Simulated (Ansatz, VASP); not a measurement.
One calculation of AlN, two programs

```xyz
4
Lattice="3.1110 0.0000 0.0000 -1.5555 2.6942 0.0000 0.0000 0.0000 4.9810" Properties=species:S:1:pos:R:3 pbc="T T T"
Al    0.0000    1.7961    0.0006
Al    1.5555    0.8981    2.4911
N     0.0000    1.7961    1.9021
N     1.5555    0.8981    4.3926
```

Alike in both runs: functional r2SCAN; k mesh 8 × 8 × 5; occupations gaussian, width 0.05 eV; no spin polarisation.

Ansatz relaxed the structure, and its values are those at the end. VASP's run is a single point on that final structure, the one shown.

|  | VASP | Ansatz |
| --- | --- | --- |
| version | VASP 6.6.1 | Ansatz 0.2.0 |
| potentials or method | VASP PAW PBE potentials, release 64 (Al, N) | scalar-relativistic, plane waves, PAW |
| plane-wave cutoff (eV) | 520 | 500 |
| valence electrons in the cell | 16 | 16 |

```tsv
	VASP	Ansatz	Ansatz less VASP
pressure (GPa)	-1.1	-0.7	+0.39
```

VASP's potentials were made for PBE, not for r2SCAN. With one functional, cell and mesh, what is left measures potentials, basis and numerics. Ansatz's warnings: stress scf threshold loose.
